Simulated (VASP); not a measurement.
# CsNiN (P-6m2) in VASP: single point with PBE+U

Aim: the single point of CsNiN with PBE+U.

All numbers are computed with VASP 6.6.1; they aren't measurements. Logs are shortened: lines on timing, memory, paths and dates and some standing lists are left out, and cuts for length are marked.

### 1 The cell of the first run

It takes space group P-6m2 (No. 187, hexagonal). Conventional cell: a = 5.537 Å, b = 5.537 Å, c = 3.447 Å, α = 90.00°, β = 90.00°, γ = 120.00°. Cs (site symmetry -6m2) has 3 N at 3.20 Å and 2 Cs at 3.45 Å and 6 Ni at 3.63 Å within 4.2 Å. Ni (site symmetry -6m2) has 2 N at 1.72 Å within 2.3 Å. Within 2.3 Å of N (site symmetry -6m2) lie 2 Ni at 1.72 Å.

### 2 Single point, PBE+U, collinear spin, ferromagnetic start

Input file INCAR:

```
  ALGO = Normal
  EDIFF = 1E-6
  ENCUT = 600
  GGA = PE
  GGA_COMPAT = False
  ISIF = 2
  ISMEAR = -1
  ISPIN = 2
  LASPH = True
  LCHARG = False
  LDAU = True
  LDAUJ = 0 0 0
  LDAUL = -1 2 -1
  LDAUPRINT = 1
  LDAUTYPE = 2
  LDAUU = 0 8 0
  LMAXMIX = 4
  LORBIT = 11
  LREAL = False
  LWAVE = False
  MAGMOM = 0 1 0
  NBANDS = 23
  NELM = 200
  PREC = Accurate
  SIGMA = 0.1
```

Input file KPOINTS:

```
k-points
0
Gamma
  7 7 10
```

Input file POSCAR:

```
CsNiN
1.0
    5.5369660000      0.0000000000      0.0000000000
   -2.7684830000      4.7951532159      0.0000000000
    0.0000000000      0.0000000000      3.4466570000
Cs Ni N
1 1 1
Direct
    0.6666666667      0.3333333333      0.5000000000
    0.3333333333      0.6666666667      0.0000000000
    0.3333333333      0.6666666667      0.5000000000
```

Potentials or basis: VASP PAW PBE potentials, release 64 (Cs_sv, Ni, N).

Launch:

```
$ cat potpaw_PBE.64/Cs_sv/POTCAR potpaw_PBE.64/Ni/POTCAR potpaw_PBE.64/N/POTCAR > POTCAR
$ mpirun -np 1 vasp_std > vasp.out
```

OUTCAR:

```text
EDIFF = 1E-6
   ENCUT = 600
   GGA = PE
   ISIF = 2
   ISMEAR = -1
   ISPIN = 2
   LASPH = True
   LORBIT = 11
   LREAL = False
   NELM = 200
   PREC = Accurate

 ion  position               nearest neighbor table
   1  0.667  0.333  0.500-
   2  0.333  0.667  0.000-   3 1.72   3 1.72
   3  0.333  0.667  0.500-   2 1.72   2 1.72

  LATTYP: Found a hexagonal cell.
 ALAT       =     5.5369660000
 C/A-ratio  =     0.6224811566

  Lattice vectors:

 A1 = (   5.5369660000,   0.0000000000,   0.0000000000)
 A2 = (  -2.7684830000,   4.7951532159,   0.0000000000)
 A3 = (   0.0000000000,   0.0000000000,   3.4466570000)

Analysis of symmetry for initial positions (statically):
=====================================================================
 Subroutine PRICEL returns:
 Original cell was already a primitive cell.

 Routine SETGRP: Setting up the symmetry group for a
 hexagonal supercell.

 Subroutine GETGRP returns: Found 12 space group operations
 (whereof 12 operations were pure point group operations)
 out of a pool of 24 trial point group operations.

The static configuration has the point symmetry D_3h.

Analysis of symmetry for dynamics (positions and initial velocities):
=====================================================================
 Subroutine PRICEL returns:
 Original cell was already a primitive cell.

 Routine SETGRP: Setting up the symmetry group for a
 hexagonal supercell.

 Subroutine GETGRP returns: Found 12 space group operations
 (whereof 12 operations were pure point group operations)
 out of a pool of 24 trial point group operations.

The dynamic configuration has the point symmetry D_3h.

Analysis of structural, dynamic, and magnetic symmetry:
=====================================================================
 Subroutine PRICEL returns:
 Original cell was already a primitive cell.

 Routine SETGRP: Setting up the symmetry group for a
 hexagonal supercell.

[... 174 lines left out ...]
  o =  0.8194  v =  0.0000  0.0001 -0.0000 -1.0000  0.0000  0.0000  0.0000  0.0000  0.0000  0.0000      0.0000  0.0000  0.0000  0.0000  0.0000  0.0000  0.0000  0.0000  0.0000  0.0000
  o =  0.8194  v =  0.0000  1.0000 -0.0000  0.0001  0.0000  0.0000  0.0000  0.0000  0.0000  0.0000      0.0000  0.0000  0.0000  0.0000  0.0000  0.0000  0.0000  0.0000  0.0000  0.0000
  o =  0.9295  v =  0.0000  0.0000  0.0000  0.0000  0.0000  0.0000 -0.0000  1.0000  0.0000 -0.0000      0.0000  0.0000  0.0000  0.0000  0.0000  0.0000  0.0000  0.0000  0.0000  0.0000
  o =  0.9355  v =  0.0000  0.0000  1.0000 -0.0000 -0.0000  0.0000  0.0000  0.0000  0.0000  0.0000      0.0000  0.0000  0.0000  0.0000  0.0000  0.0000  0.0000  0.0000  0.0000  0.0000
  o =  0.9578  v =  0.0000  0.0000  0.0000  0.0000  0.0000  0.0000 -0.0000  0.0000 -0.0000  1.0000      0.0000  0.0000  0.0000  0.0000  0.0000  0.0000  0.0000  0.0000  0.0000  0.0000
  o =  0.9578  v =  0.0000  0.0000  0.0000  0.0000  0.0000  1.0000  0.0000  0.0000  0.0000  0.0000      0.0000  0.0000  0.0000  0.0000  0.0000  0.0000  0.0000  0.0000  0.0000  0.0000
  o =  0.9588  v =  0.0000 -0.0000  0.0000  0.0000  1.0000  0.0000  0.0000  0.0000  0.0000  0.0000      0.0000  0.0000  0.0000  0.0000  0.0000  0.0000  0.0000  0.0000  0.0000  0.0000
  o =  0.9588  v =  1.0000  0.0000  0.0000  0.0000  0.0000  0.0000  0.0000  0.0000  0.0000  0.0000      0.0000  0.0000  0.0000  0.0000  0.0000  0.0000  0.0000  0.0000  0.0000  0.0000

 number of electron      23.9999997 magnetization       0.2183844

 Free energy of the ion-electron system (eV)
  ---------------------------------------------------
  ext. energy  EPLUGINS =         0.00000000
  ---------------------------------------------------
  free energy    TOTEN  =        -9.63533623 eV

  energy without entropy =       -9.59114252  energy(sigma->0) =       -9.61323938

 E-fermi :   1.4068     XC(G=0):  -7.5663

 val. band max:        1.4015884422   @ k =   0.4286   0.1429   0.2000
 cond. band min:       1.4272849905   @ k =   0.4286   0.0000   0.3000
 fundamental gap:      0.0256965482
 Fermi energy:         1.4067531406

 spin component 1

 k-point     1 :       0.0000    0.0000    0.0000
  band No.  band energies     occupation
      1     -21.0091      1.00000
      2     -12.8499      1.00000
      3      -7.7644      1.00000
      4      -7.7644      1.00000
      5      -6.5017      1.00000
      6      -1.7541      1.00000
[... 1241 lines left out ...]
     22      10.9582      0.00000
     23      12.3535      0.00000

 [... further k-points ...]

------------------------ aborting loop because EDIFF is reached ----------------------------------------

  FORCE on cell =-STRESS in cart. coord.  units (eV):
  Direction    XX          YY          ZZ          XY          YZ          ZX
  --------------------------------------------------------------------------------------
  -------------------------------------------------------------------------------------
  Total       -0.3259441     -0.3259441     -3.4150842      0.0000000      0.0000000      0.0000000
  in kB       -5.7066512     -5.7066512    -59.7915185      0.0000000      0.0000000      0.0000000
  external PRESSURE =     -23.7349403 kB  Pullay stress =       0.0000000 kB

 VOLUME and BASIS-vectors are now :
 -----------------------------------------------------------------------------
  energy-cutoff  :      600.00
  volume of cell :       91.51
      direct lattice vectors                 reciprocal lattice vectors
     5.536966000  0.000000000  0.000000000     0.180604324  0.104271955  0.000000000
    -2.768483000  4.795153216  0.000000000     0.000000000  0.208543910  0.000000000
     0.000000000  0.000000000  3.446657000     0.000000000  0.000000000  0.290136210

 POSITION                                       TOTAL-FORCE (eV/Angst)
 -----------------------------------------------------------------------------------
      2.76848      1.59838      1.72333        -0.000000      0.000000      0.000000
     -0.00000      3.19677      0.00000        -0.000000      0.000000      0.000000
     -0.00000      3.19677      1.72333         0.000000     -0.000000      0.000000
 -----------------------------------------------------------------------------------
    total drift:                                0.000000     -0.000000     -0.000000

  FREE ENERGIE OF THE ION-ELECTRON SYSTEM (eV)
  ---------------------------------------------------
  free  energy   TOTEN  =        -9.6353362305 eV

  energy  without entropy=       -9.5911425226  energy(sigma->0) =       -9.61323938

 total charge

# of ion       s       p       d       tot
------------------------------------------
    1        1.836   4.697   0.051   6.584
    2        0.590   0.597   8.692   9.879
    3        1.279   2.306   0.000   3.585
--------------------------------------------------
tot          3.705   7.600   8.743  20.048

 magnetization (x)

# of ion       s       p       d       tot
------------------------------------------
    1        0.000  -0.000   0.000  -0.000
    2        0.001   0.007   0.251   0.259
    3       -0.001  -0.025   0.000  -0.026
--------------------------------------------------
tot          0.000  -0.018   0.251   0.233
```

OSZICAR:

```text
N       E                     dE             d eps       ncg     rms          rms(c)
DAV:   1     0.187995011306E+03    0.18800E+03   -0.10844E+04  4416   0.105E+03
DAV:   2     0.111943349510E+02   -0.17680E+03   -0.16294E+03  4849   0.245E+02
[... 43 lines left out ...]
DAV:  46    -0.963535972298E+01   -0.20693E-04   -0.20792E-05  5817   0.464E-02    0.394E-02
DAV:  47    -0.963537140784E+01   -0.11685E-04   -0.15758E-05  6170   0.297E-02    0.412E-02
DAV:  48    -0.963536055079E+01    0.10857E-04   -0.39184E-06  4201   0.263E-02    0.331E-02
DAV:  49    -0.963533961773E+01    0.20933E-04   -0.31694E-05  5790   0.800E-02    0.226E-02
DAV:  50    -0.963533815355E+01    0.14642E-05   -0.11387E-05  5395   0.371E-02    0.112E-02
DAV:  51    -0.963533678424E+01    0.13693E-05   -0.26962E-06  4149   0.185E-02    0.392E-03
DAV:  52    -0.963533623046E+01    0.55378E-06   -0.15202E-06  3086   0.165E-02
   1 F= -.96353362E+01 E0= -.96132394E+01  d E =-.441937E-01  mag=     0.2185
```

stdout:

```text
POSCAR found type information on POSCAR CsNiN
 POSCAR found :  3 types and       3 ions
 scaLAPACK will be used
 LDA part: xc-table for (Slater+PW92), standard interpolation
 POSCAR, INCAR and KPOINTS ok, starting setup
 FFT: planning ... GRIDC
 FFT: planning ... GRID_SOFT
 FFT: planning ... GRID
 WAVECAR not read
 entering main loop
```

Wall time 13 min (1 thread of Intel Xeon Platinum 8375C at 2.90GHz (Ice Lake), shared host); peak memory 0.44 GiB.

What came out:

```
Free energy                                           : -9.6353 eV
Pressure                                              : -2.4 GPa
Net moment                                            : 0.22 μB per cell
Site moments                                          : Cs -0.00; Ni +0.26; N -0.03 μB
Valence electrons inside the program's atomic spheres : Cs 6.58; Ni 9.88; N 3.58
```

Levels at points of the mesh, in eV from the Fermi level:
Spin up:
```tsv
k point	band 9	band 10	band 11	band 12	band 13	band 14	band 15	band 16
(0.00, 0.00, 0.00)	-2.81	-2.81	-1.97	-1.97	-1.63	1.66	3.25	5.04
(0.00, 0.00, 0.50)	-3.11	-3.11	-1.12	1.01	1.01	2.96	2.96	4.56
```
Spin down:
| k point | band 8 | band 9 | band 10 | band 11 | band 12 | band 13 | band 14 | band 15 | band 16 | band 17 |
| --- | --- | --- | --- | --- | --- | --- | --- | --- | --- | --- |
| (0.00, 0.00, 0.00) | -2.91 | -2.01 | -2.01 | -1.64 | -1.49 | -1.49 | 1.69 | 3.25 | 5.02 | 5.02 |
| (0.00, 0.00, 0.50) | -3.77 | -2.94 | -2.94 | -1.04 | 1.67 | 1.67 | 2.97 | 2.97 | 4.55 | 5.82 |

Eigenvalues of the final occupation matrices:
| site | spin | trace | eigenvalues |
| --- | --- | --- | --- |
| site 2 d | 1 | 4.49 | 0.82 0.82 0.94 0.96 0.96 |
| site 2 d | 2 | 4.24 | 0.70 0.70 0.93 0.96 0.96 |

Caveat: spin-orbit coupling is left out, which moves the levels of the heavy elements. The state reached can hang on the start; a lower one may exist.
